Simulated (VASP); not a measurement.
LiH:

```
CELL_PARAMETERS angstrom
0.00000 2.03675 2.03675
2.03675 0.00000 2.03675
2.03675 2.03675 0.00000
ATOMIC_POSITIONS crystal
Li 0.00000 0.00000 0.00000
H 0.50000 0.50000 0.50000
```

| Property | Result |
| --- | --- |
| Program | VASP 6.6.1 |
| Task | relaxation of cell and atoms |
| Functional | PBEsol |
| Dispersion | D4 |
| Potentials or basis | VASP PAW PBE potentials, release 64 (Li_sv, H) |
| Cutoff | 600 eV |
| k mesh | 11 × 11 × 11 |
| Occupations | fermi-dirac, width 0.05 eV |
| Spin | no spin polarisation |

At the start: pressure -3.0 GPa; volume 8.45 Å³/atom.

Problem. Where does the relaxation end?

Solution. Over 4 steps the energy falls by 7.6 meV/atom and the volume is 7.69 Å³/atom (-9.0 %); space group Fm-3m (No. 225, to 0.05 Å).

Step by step:
| step | energy change (eV) | largest force (eV/Å) | pressure (GPa) | volume (Å³) |
| --- | --- | --- | --- | --- |
| 1 | 0.0000 | 0.0000 | -3.02 | 16.90 |
| 2 | -0.0065 | 0.0000 | -2.36 | 16.51 |
| 3 | -0.0149 | 0.0000 | -0.52 | 15.60 |
| 4 | -0.0153 | 0.0000 | 0.04 | 15.37 |

Final structure:
```
Li H
1.0
     0.00000    1.97340    1.97340
     1.97340    0.00000    1.97340
     1.97340    1.97340    0.00000
Li H
1 1
Cartesian
  3.9468 3.9468 3.9468
  1.9734 1.9734 1.9734
```

Caveat: the cutoff is under 1.25 times the usual one of these potentials, so pressure, stress and relaxed cells hold a basis-set (Pulay) error; the PAW data sets were made with another functional, which shifts forces and pressure a little.
